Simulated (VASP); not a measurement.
**Au: single point with PBE**

Au:

```
Au
1.0
     2.98989    0.00000    0.00000
    -1.49494    2.58932    0.00000
     0.00000    0.00000    5.01228
Au
2
Direct
  0.26100 0.66667 0.75000
  0.73900 0.33333 0.25000
```

This cell differs from its parent crystal: atoms displaced along a vibrational mode, the cell strained.

* Program: VASP 6.6.1
* Task: single point
* Functional: PBE
* Potentials or basis: VASP PAW PBE potentials, release 64 (Au)
* Cutoff: 500 eV
* k mesh: 18 × 18 × 10
* Occupations: gaussian, width 0.15 eV
* Spin: no spin polarisation
* Dipole correction: no
* Further INCAR settings: ALGO = Normal; EDIFF = 1e-06; NBANDS = 18

```json
{
 "Pressure": "-7.4 GPa",
 "Largest force": "0.181 eV/Å",
 "Band gap on the k mesh": "zero (bands 11 and 12 overlap by 5.70 eV)"
}
```

Forces in eV/Å, atoms in the order of the input:
```
Au   0.121  0.134  0.000
Au  -0.121 -0.134  0.000
```

Stress tensor (GPa, compression positive):
```
-8.12  0.19  0.00
 0.19 -8.39  0.00
 0.00  0.00 -5.66
```

Levels at points of the mesh, in eV from the Fermi level:
```
           k point  band 7  band 8  band 9  band 10  band 11  band 12  band 13  band 14  band 15  band 16
(0.00, 0.00, 0.00)   -3.53   -3.52   -2.63    -2.55    -1.73    -0.49     2.26    14.44    15.65    15.66
(0.50, 0.00, 0.00)   -3.42   -2.05   -1.86    -1.61     0.89     0.90     5.87     6.12     8.69     9.21
(0.00, 0.50, 0.00)   -3.10   -2.32   -1.77    -1.69     0.39     1.31     5.39     6.56     6.93    10.84
(0.50, 0.50, 0.00)   -2.28   -1.88   -1.77    -1.69    -0.15     1.59     4.98     5.44     7.07    10.20
(0.00, 0.00, 0.50)   -3.83   -3.83   -2.53    -2.53    -2.38    -2.38     9.84     9.84    15.09    15.09
(0.50, 0.00, 0.50)   -1.76   -1.76   -1.64    -1.64     0.40     0.40     3.54     3.54    12.09    12.09
(0.00, 0.50, 0.50)   -1.96   -1.96   -1.71    -1.71     0.77     0.77     3.35     3.35    11.81    11.81
(0.50, 0.50, 0.50)   -2.58   -2.58   -1.72    -1.72     1.37     1.37     2.91     2.91    12.47    12.47
```

Wall time 2.4 min on 1 thread of Intel(R) Xeon(R) 6975P-C (Granite Rapids), with other jobs on the host, peak memory 0.6 GiB.

Caveat: the cell differs from its parent crystal (atoms displaced along a vibrational mode, the cell strained); the cell stands under tension; spin-orbit coupling is left out, which moves the levels of the heavy elements.
